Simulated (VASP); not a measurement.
Input of a VASP 6.6.1 run:

File INCAR:

```
SYSTEM = MnO
PREC = Accurate
ENCUT = 520
EDIFF = 1E-8
ISMEAR = -1
SIGMA = 0.05
LREAL = .False.
LASPH = .True.
NELM = 150
ALGO = Normal
ISIF = 2
LWAVE = .False.
LCHARG = .False.
ISPIN = 2
MAGMOM = 4 0
LORBIT = 11
LMAXMIX = 4
GGA = PE
LEFG = .True.
NBANDS = 20
```

Contents of KPOINTS:

```
Automatic mesh
0
Gamma
  14 14 14
  0 0 0
```

File POSCAR:

```
MnO
1.0
    0.0000000000      2.2220000000      2.2220000000
    2.2220000000      0.0000000000      2.2220000000
    2.2220000000      2.2220000000      0.0000000000
Mn O
1 1
Direct
    0.0000000000      0.0000000000      0.0000000000
    0.5000000000      0.5000000000      0.5000000000
```

Potentials or basis: VASP PAW PBE potentials, release 64 (Mn_pv, O).

Run with:

```console
$ cat potpaw_PBE.64/Mn_pv/POTCAR potpaw_PBE.64/O/POTCAR > POTCAR
$ mpirun -np 1 vasp_std > vasp.out
```

(1) Predict the pressure.

(2) What does it give for the site moments?

Answers

(1) 0.0 GPa.

(2) Mn +4.32; O +0.20 μB.

Caveat: without QUAD_EFG the Cq values of the log hold for a quadrupole moment of 1 mb, not for the nuclei; a cell with one magnetic atom can't hold antiferromagnetic order, which such compounds often take.
